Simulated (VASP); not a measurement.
Write the native input for VASP 6.6.1 that does the following.

```
Task                   : single point
Functional             : PBE
Potentials or basis    : VASP PAW PBE potentials, release 64 (Al, N)
Cutoff                 : 520 eV
k mesh                 : 10 × 10 × 10
Occupations            : gaussian, width 0.05 eV
Spin                   : no spin polarisation
Dipole correction      : no
Further INCAR settings : ALGO = Normal; EDIFF = 1e-06; NBANDS = 11
```

The structure of AlN lies in POSCAR:

```
AlN
1.0
    0.0000000000      2.2015871044      2.2015871044
    2.2015871044      0.0000000000      2.2015871044
    2.2015871044      2.2015871044      0.0000000000
Al N
1 1
Direct
    0.0000000000      0.0000000000      0.0000000000
    0.6506398613      0.8493601387      0.8493601387
```

This cell differs from its parent crystal: all N atoms moved +0.438 Å, as atom 2 along Cartesian [1 0 0].

These files were run (other wordings do the same):

INCAR

```
  PREC = Accurate
  ENCUT = 520
  EDIFF = 1E-6
  ISMEAR = 0
  SIGMA = 0.05
  LREAL = F
  LASPH = T
  NELM = 60
  ALGO = Normal
  ISIF = 2
  LWAVE = F
  LCHARG = F
  GGA = PE
  NBANDS = 11
```

KPOINTS

```
regular mesh
0
Gamma
  10 10 10
```

Potentials or basis: VASP PAW PBE potentials, release 64 (Al, N).

Launch:

```console
$ cat potpaw_PBE.64/Al/POTCAR potpaw_PBE.64/N/POTCAR > POTCAR
$ mpirun -np 1 vasp_std > vasp.out
```

It gave:

```
Pressure               : 20.0 GPa
Largest force          : 4.874 eV/Å
Band gap on the k mesh : 2.33 eV, indirect (least direct gap 2.76 eV)
```

Caveat: the cell differs from its parent crystal (all N atoms moved +0.438 Å, as atom 2 along Cartesian [1 0 0]); forces of over 1 eV/Å act on the atoms, so gaps and moduli don't describe the material at rest.

It took 18 s on 1 thread of AMD EPYC 9R45 96-Core Processor (Zen 5), on a shared host, peak memory 0.13 GiB.
